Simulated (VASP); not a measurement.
# SrTiO3 in VASP: single point with PBEsol

Aim: the single point of SrTiO3 with PBEsol.

All numbers are computed with VASP 6.6.1; they aren't measurements. Logs are shortened: lines on timing, memory, paths and dates and some standing lists are left out, and cuts for length are marked.

### 1 The cell of the first run

The cell holds a slab with vacuum, 30 atoms: a = 5.504 Å, b = 5.504 Å, c = 24.891 Å, α = 90.00°, β = 90.00°, γ = 89.64°.

### 2 Single point, PBEsol

File INCAR:

```
SYSTEM = SrTiO3
  PREC = Accurate
  ENCUT = 520
  EDIFF = 1E-6
  ISMEAR = 0
  SIGMA = 0.05
  LREAL = Auto
  LASPH = .TRUE.
  NELM = 60
  ALGO = Normal
  ISIF = 2
  LWAVE = .FALSE.
  LCHARG = .TRUE.
  LDIPOL = .TRUE.
  IDIPOL = 3
  DIPOL = 0.5 0.5 0.504
  GGA = PS
  LVHAR = .TRUE.
  LVACPOTAV = .TRUE.
  NBANDS = 141
  KPAR = 4
```

File KPOINTS:

```
Automatic mesh
0
G
  5 5 1
  0 0 0
```

File POSCAR:

```
SrTiO3
1.0
    5.5043380442      0.0000000000      0.0000000000
    0.0344432621      5.5042302792      0.0000000000
    0.0000000000      0.0000000000     24.8911420919
Sr O Ti
6 18 6
Direct
    0.5000000000      0.0000000000      0.3013120078
    0.0000000000      0.5000000000      0.3013120078
    0.0000000000      0.5000000000      0.4571890704
    0.5000000000      0.0000000000      0.4571890704
    0.5000000000      0.0000000000      0.6130661331
    0.0000000000      0.5000000000      0.6130661331
    0.0246454728      0.9753545272      0.3013120078
    0.4753545272      0.5246454728      0.3013120078
    0.7500000000      0.2500000000      0.3715672113
    0.2500000000      0.2500000000      0.3792505391
    0.7500000000      0.7500000000      0.3792505391
    0.2500000000      0.7500000000      0.3869338669
    0.5246454728      0.4753545272      0.4571890704
    0.9753545272      0.0246454728      0.4571890704
    0.2500000000      0.7500000000      0.5274442739
    0.7500000000      0.7500000000      0.5351276017
    0.2500000000      0.2500000000      0.5351276017
    0.7500000000      0.2500000000      0.5428109296
    0.0246454728      0.9753545272      0.6130661331
    0.4753545272      0.5246454728      0.6130661331
    0.7500000000      0.2500000000      0.6833213365
    0.2500000000      0.2500000000      0.6910046644
    0.7500000000      0.7500000000      0.6910046644
    0.2500000000      0.7500000000      0.6986879922
    0.5000000000      0.5000000000      0.3792505391
    0.0000000000      0.0000000000      0.3792505391
    0.0000000000      0.0000000000      0.5351276017
    0.5000000000      0.5000000000      0.5351276017
    0.5000000000      0.5000000000      0.6910046644
    0.0000000000      0.0000000000      0.6910046644
```

Potentials or basis: VASP PAW PBE potentials, release 64 (Sr_sv, O, Ti_sv).

The run is started by

```
$ cat potpaw_PBE.64/Sr_sv/POTCAR potpaw_PBE.64/O/POTCAR potpaw_PBE.64/Ti_sv/POTCAR > POTCAR
$ mpirun -np 4 vasp_std > vasp.out
```

OUTCAR:

```text
SYSTEM = SrTiO3
   PREC = Accurate
   ENCUT = 520
   EDIFF = 1E-6
   ISMEAR = 0
   LREAL = Auto
   LASPH = .TRUE.
   NELM = 60
   ISIF = 2
   GGA = PS

 ion  position               nearest neighbor table
   1  0.500  0.000  0.301-   9 2.62   8 2.62   7 2.62  10 2.74  11 2.74  12 2.89   8 2.89   7 2.89
                            25 3.37  25 3.37  26 3.37  26 3.37   4 3.88   2 3.88   2 3.88   2 3.90
   2  0.000  0.500  0.301-   9 2.62   7 2.62   8 2.62  10 2.74  11 2.74  12 2.89   7 2.89   8 2.89
                            26 3.37  26 3.37  25 3.37  25 3.37   3 3.88   1 3.88   1 3.88   1 3.90
   3  0.000  0.500  0.457-  12 2.62  15 2.62  14 2.62  13 2.62  10 2.74  11 2.74  16 2.74  17 2.74
                             9 2.89  14 2.89  13 2.89  18 2.89  26 3.37  27 3.37  26 3.37  27 3.37
   4  0.500  0.000  0.457-  12 2.62  15 2.62  13 2.62  14 2.62  10 2.74  11 2.74  16 2.74  17 2.74
                             9 2.89  13 2.89  14 2.89  18 2.89  25 3.37  25 3.37  28 3.37  28 3.37
   5  0.500  0.000  0.613-  21 2.62  18 2.62  20 2.62  19 2.62  22 2.74  23 2.74  16 2.74  17 2.74
                            24 2.89  20 2.89  19 2.89  15 2.89  29 3.37  29 3.37  30 3.37  30 3.37
   6  0.000  0.500  0.613-  21 2.62  18 2.62  19 2.62  20 2.62  22 2.74  23 2.74  16 2.74  17 2.74
                            24 2.89  19 2.89  20 2.89  15 2.89  30 3.37  30 3.37  29 3.37  29 3.37
   7  0.025  0.975  0.301-  26 1.95   2 2.62   1 2.62   2 2.89   1 2.89
   8  0.475  0.525  0.301-  25 1.95   1 2.62   2 2.62   1 2.89   2 2.89
   9  0.750  0.250  0.372-  25 1.95  26 1.95   1 2.62   2 2.62   3 2.89   4 2.89
  10  0.250  0.250  0.379-  25 1.95  26 1.95   3 2.74   4 2.74   1 2.74   2 2.74
  11  0.750  0.750  0.379-  25 1.95  26 1.95   3 2.74   4 2.74   1 2.74   2 2.74
  12  0.250  0.750  0.387-  25 1.95  26 1.95   3 2.62   4 2.62   1 2.89   2 2.89
  13  0.525  0.475  0.457-  25 1.95  28 1.95   4 2.62   3 2.62   4 2.89   3 2.89
  14  0.975  0.025  0.457-  26 1.95  27 1.95   3 2.62   4 2.62   3 2.89   4 2.89
  15  0.250  0.750  0.527-  27 1.95  28 1.95   3 2.62   4 2.62   5 2.89   6 2.89
  16  0.750  0.750  0.535-  27 1.95  28 1.95   3 2.74   4 2.74   5 2.74   6 2.74
  17  0.250  0.250  0.535-  27 1.95  28 1.95   3 2.74   4 2.74   5 2.74   6 2.74
  18  0.750  0.250  0.543-  27 1.95  28 1.95   5 2.62   6 2.62   3 2.89   4 2.89
  19  0.025  0.975  0.613-  30 1.95  27 1.95   6 2.62   5 2.62   6 2.89   5 2.89
  20  0.475  0.525  0.613-  29 1.95  28 1.95   5 2.62   6 2.62   5 2.89   6 2.89
  21  0.750  0.250  0.683-  29 1.95  30 1.95   5 2.62   6 2.62
  22  0.250  0.250  0.691-  29 1.95  30 1.95   5 2.74   6 2.74
  23  0.750  0.750  0.691-  29 1.95  30 1.95   5 2.74   6 2.74
  24  0.250  0.750  0.699-  29 1.95  30 1.95   5 2.89   6 2.89
  25  0.500  0.500  0.379-   8 1.95  13 1.95  12 1.95   9 1.95  10 1.95  11 1.95   1 3.37   4 3.37
                             1 3.37   4 3.37   3 3.37   2 3.37   2 3.37   3 3.37
  26  0.000  0.000  0.379-   7 1.95  14 1.95  12 1.95   9 1.95  10 1.95  11 1.95   2 3.37   3 3.37
                             2 3.37   3 3.37   1 3.37   4 3.37   1 3.37   4 3.37
  27  0.000  0.000  0.535-  14 1.95  15 1.95  18 1.95  19 1.95  16 1.95  17 1.95   3 3.37   3 3.37
                             4 3.37   4 3.37   6 3.37   6 3.37   5 3.37   5 3.37
  28  0.500  0.500  0.535-  13 1.95  15 1.95  18 1.95  20 1.95  16 1.95  17 1.95   4 3.37   4 3.37
                             3 3.37   3 3.37   5 3.37   5 3.37   6 3.37   6 3.37
  29  0.500  0.500  0.691-  20 1.95  24 1.95  21 1.95  23 1.95  22 1.95   5 3.37   5 3.37   6 3.37
                             6 3.37
[... 212 lines left out ...]
   LRPA    =     F    only Hartree local field effects (RPA)
 non-spin polarized calculation
 Gauss-broadening in eV      SIGMA  =   0.05
  energy-cutoff  :      520.00
  volume of cell :      754.13
 maximum number of plane-waves:     20369
 NGX is ok and might be reduce to    42
   NGX = 21   NGY = 21   NGZ = 93

 dipolmoment           0.000000      0.000000     -0.033347 electrons x Angstroem

 number of electron     239.9999973 magnetization

 dipolmoment           0.000000      0.000000      0.482374 electrons x Angstroem

 Free energy of the ion-electron system (eV)
  ---------------------------------------------------
  ext. energy  EPLUGINS =         0.00000000
  ---------------------------------------------------
  free energy    TOTEN  =      -247.04534957 eV

  energy without entropy =     -247.04534957  energy(sigma->0) =     -247.04534957

 E-fermi :   0.8388     XC(G=0):  -6.0254

 val. band max:        0.5413806566   @ k =   0.0000   0.0000   0.0000
 cond. band min:       1.4672641463   @ k =   0.0000   0.0000   0.0000
 fundamental gap:      0.9258834897
 Fermi energy:         0.8388429365

 k-point     1 :       0.0000    0.0000    0.0000
  band No.  band energies     occupation
      1     -56.5867      2.00000
      2     -56.5834      2.00000
      3     -56.5484      2.00000
      4     -56.5450      2.00000
      5     -56.5270      2.00000
      6     -56.5239      2.00000
[... 1204 lines left out ...]
    131       3.2837      0.00000
    132       3.3547      0.00000
 [bands above 132 left out]

------------------------ aborting loop because EDIFF is reached ----------------------------------------

  FORCE on cell =-STRESS in cart. coord.  units (eV):
  Direction    XX          YY          ZZ          XY          YZ          ZX
  --------------------------------------------------------------------------------------
  -------------------------------------------------------------------------------------
  Total      -10.9735430    -10.9689914     -6.5223650     -0.3636857      0.0000000     -0.0000000
  in kB      -23.3136855    -23.3040155    -13.8569982     -0.7726632      0.0000000     -0.0000000
  external PRESSURE =     -20.1582331 kB  Pullay stress =       0.0000000 kB

 VOLUME and BASIS-vectors are now :
 -----------------------------------------------------------------------------
  energy-cutoff  :      520.00
  volume of cell :      754.13
      direct lattice vectors                 reciprocal lattice vectors
     5.504338044  0.000000000  0.000000000     0.181674888 -0.001136848  0.000000000
     0.034443262  5.504230279  0.000000000     0.000000000  0.181678445  0.000000000
     0.000000000  0.000000000 24.891142092     0.000000000  0.000000000  0.040174934

 POSITION                                       TOTAL-FORCE (eV/Angst)
 -----------------------------------------------------------------------------------
      2.75217      0.00000      7.50000        -0.190873     -0.189682      1.364921
      0.01722      2.75212      7.50000         0.190873      0.189682      1.364921
      0.01722      2.75212     11.37996         0.000597      0.000594      0.116494
      2.75217      0.00000     11.37996        -0.000597     -0.000594      0.116494
      2.75217      0.00000     15.25992        -0.011066     -0.010997      0.731610
      0.01722      2.75212     15.25992         0.011066      0.010997      0.731610
[... 22 lines left out ...]
      2.76939      2.75212     17.19990        -0.598421      0.602177     -1.957903
      0.00000      0.00000     17.19990         0.598421     -0.602177     -1.957903
 -----------------------------------------------------------------------------------
    total drift:                                0.000000      0.000000      0.059277

  FREE ENERGIE OF THE ION-ELECTRON SYSTEM (eV)
  ---------------------------------------------------
  free  energy   TOTEN  =      -247.0453495666 eV

  energy  without entropy=     -247.0453495666  energy(sigma->0) =     -247.04534957

 vacuum level on the upper side and lower side of the slab         5.315         2.434
```

OSZICAR:

```text
N       E                     dE             d eps       ncg     rms          rms(c)
DAV:   1     0.305610504903E+04    0.30561E+04   -0.12107E+05  2722   0.165E+03
DAV:   2     0.168972233549E+03   -0.28871E+04   -0.27972E+04  3087   0.485E+02
DAV:   3    -0.269112316075E+03   -0.43808E+03   -0.43553E+03  3202   0.191E+02
[... 24 lines left out ...]
DAV:  28    -0.247045335359E+03   -0.18333E-04   -0.12043E-06  2018   0.220E-03    0.110E-03
DAV:  29    -0.247045344843E+03   -0.94837E-05   -0.83022E-07  1941   0.218E-03    0.451E-04
DAV:  30    -0.247045347375E+03   -0.25328E-05   -0.19366E-07  1719   0.132E-03    0.478E-04
DAV:  31    -0.247045348958E+03   -0.15827E-05   -0.12335E-07  1706   0.958E-04    0.309E-04
DAV:  32    -0.247045349567E+03   -0.60861E-06   -0.79215E-08  1727   0.721E-04
   1 F= -.24704535E+03 E0= -.24704535E+03  d E =-.480002E-18
```

It took 22 min on 4 MPI ranks of Oxide Virtual Turin-like, shared host; peak memory 1.1 GiB.

Results:

| Quantity | Value |
| --- | --- |
| Free energy | -247.0453 eV |
| Largest force | 2.134 eV/Å |
| Band gap on the k mesh | 0.93 eV |

Forces in eV/Å, atoms in the order of the input:
```
Sr  -0.191 -0.190  1.365
Sr   0.191  0.190  1.365
Sr   0.001  0.001  0.116
Sr  -0.001 -0.001  0.116
Sr  -0.011 -0.011  0.732
Sr   0.011  0.011  0.732
O   -0.067  0.068 -0.737
O    0.067 -0.068 -0.737
O    0.000  0.000 -0.140
O    0.000  0.000 -0.073
O    0.000  0.000 -0.073
O    0.000  0.000 -0.036
O    0.009 -0.009  0.182
O   -0.009  0.009  0.182
O    0.000  0.000 -0.039
O    0.000  0.000 -0.055
O    0.000  0.000 -0.055
O    0.000  0.000 -0.090
O   -0.082  0.082  0.830
O    0.082 -0.082  0.830
O    0.000  0.000  0.480
O    0.000  0.000  0.263
O    0.000  0.000  0.263
O    0.000  0.000  0.148
Ti  -0.117  0.118 -0.770
Ti   0.117 -0.118 -0.770
Ti  -0.038  0.038 -0.057
Ti   0.038 -0.038 -0.057
Ti  -0.598  0.602 -1.958
Ti   0.598 -0.602 -1.958
```

Caveat: the PAW data sets were made with another functional, which shifts forces and pressure a little.
